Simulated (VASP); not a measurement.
Wanted: the native input for a VASP 6.6.1 run.

* Task: relaxation of cell and atoms
* Functional: PBE
* Potentials or basis: VASP PAW PBE potentials, release 64 (W_sv)
* Cutoff: 600 eV
* k mesh: 9 × 9 × 5
* Occupations: fermi-dirac, width 0.1 eV
* Spin: no spin polarisation
* Dipole correction: no
* Further INCAR settings: ALGO = Normal; EDIFF = 1e-06; IBRION = 2; EDIFFG = -0.01; NSW = 60; ISIF = 3

The structure of W lies in POSCAR:

```
W
1.0
    2.8200000000      0.0000000000      0.0000000000
   -1.4100000000      2.4421916387      0.0000000000
    0.0000000000      0.0000000000      4.6050600000
W
2
Direct
    0.3333333333      0.6666666667      0.2500000000
    0.6666666667      0.3333333333      0.7500000000
```

These files were run (other wordings do the same):

INCAR

```
SYSTEM = W
PREC = Accurate
ENCUT = 600
EDIFF = 1E-6
ISMEAR = -1
SIGMA = 0.1
LREAL = .FALSE.
LASPH = .TRUE.
NELM = 60
ALGO = Normal
ISIF = 3
LWAVE = .FALSE.
LCHARG = .FALSE.
GGA = PE
IBRION = 2
NSW = 60
EDIFFG = -0.01
```

KPOINTS

```
regular mesh
0
G
  9 9 5
  0 0 0
```

Potentials or basis: VASP PAW PBE potentials, release 64 (W_sv).

Launch:

```sh
$ cat potpaw_PBE.64/W_sv/POTCAR > POTCAR
$ mpirun -np 1 vasp_std > vasp.out
```

It gave:

| Property | Result |
| --- | --- |
| Relaxed volume | 16.56 Å³/atom |
| Relaxed cell | a = 2.782 Å, b = 2.782 Å, c = 4.940 Å, α = 90.00°, β = 90.00°, γ = 120.00° |
| Space group after relaxing (to 0.05 Å) | P6_3/mmc (No. 194) |
| Energy gained by relaxing | 76.0 meV/atom |
| Ionic steps | 7 |
| Pressure after relaxing | 0.0 GPa |
| Band gap on the k mesh | zero (band 14 reaches 11.52 eV, above the bottom of band 15 at 10.06 eV) |

Caveat: spin-orbit coupling is left out, which moves the levels of the heavy elements.

Wall time 37 s on 1 thread of Intel(R) Xeon(R) 6975P-C (Granite Rapids), on a shared host, peak memory 0.18 GiB.
